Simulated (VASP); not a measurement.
Input of a VASP 6.6.1 run:

INCAR

```
SYSTEM = Tl
PREC = Accurate
ENCUT = 520
EDIFF = 1E-6
ISMEAR = 0
SIGMA = 0.1
LREAL = .FALSE.
LASPH = .TRUE.
NELM = 100
ALGO = Fast
ISIF = 2
LWAVE = .FALSE.
LCHARG = .FALSE.
GGA = PE
IVDW = 12
NBANDS = 34
```

KPOINTS

```
Automatic mesh
0
G
  18 18 6
  0 0 0
```

Contents of POSCAR:

```
Tl
1.0
    3.4563066890      0.0000000000      0.0000000000
   -1.7281533445      2.9932493959      0.0000000000
    0.0000000000      0.0000000000     11.4634825133
Tl
4
Direct
    0.0000000000      0.0000000000      0.0000000000
    0.3333333333      0.6666666667      0.2500000000
    0.0000000000      0.0000000000      0.5000000000
    0.6666666667      0.3333333333      0.7500000000
```

Potentials or basis: VASP PAW PBE potentials, release 64 (Tl_d).

Run with:

```bash
$ cat potpaw_PBE.64/Tl_d/POTCAR > POTCAR
$ mpirun -np 1 vasp_std > vasp.out
```

(1) Estimate the band gap on the k mesh.

(2) What does it give for the pressure?

Results:

(1) zero (bands 26 and 27 overlap by 4.09 eV).

(2) -0.4 GPa.

Caveat: the cell differs from its parent crystal (strain along c alone, the other axes held: +1.0 %); spin-orbit coupling is left out, which moves the levels of the heavy elements.
